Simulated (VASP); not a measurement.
A run of VASP 6.6.1 is set up as follows.

File INCAR:

```
PREC = Accurate
ENCUT = 520
EDIFF = 1E-6
ISMEAR = 0
SIGMA = 0.1
LREAL = F
LASPH = T
NELM = 60
ALGO = Normal
ISIF = 2
LWAVE = F
LCHARG = F
GGA = PE
NBANDS = 51
```

Contents of KPOINTS:

```
regular mesh
0
Gamma
  6 6 2
```

File POSCAR:

```
Ge5Mo
1.0
    3.1323590317      0.0000000000      0.0000000000
    0.0000000000      3.1323590317      0.0000000000
    0.0000000000      0.0000000000     11.1326046044
Ge Mo
5 1
Direct
    0.5000000000      0.5000000000      0.3206869728
    0.5000000000      0.5000000000      0.6793130272
    0.0000000000      0.0000000000      0.1352839093
    0.0000000000      0.0000000000      0.8647160907
    0.0000000000      0.0000000000      0.5000000000
    0.5000000000      0.5000000000      0.0000000000
```

Potentials or basis: VASP PAW PBE potentials, release 64 (Ge_d, Mo_sv).

Command:

```console
$ cat potpaw_PBE.64/Ge_d/POTCAR potpaw_PBE.64/Mo_sv/POTCAR > POTCAR
$ mpirun -np 1 vasp_std > vasp.out
```

Question: Predict the largest force.

Answer: 0.051 eV/Å.

Question: What does it give for the band gap on the k mesh?

Answer: Zero (band 42 reaches 9.66 eV, above the bottom of band 43 at 5.87 eV).

Stress tensor (GPa, compression positive):
```
0.28 0.00 0.00
0.00 0.28 0.00
0.00 0.00 0.07
```
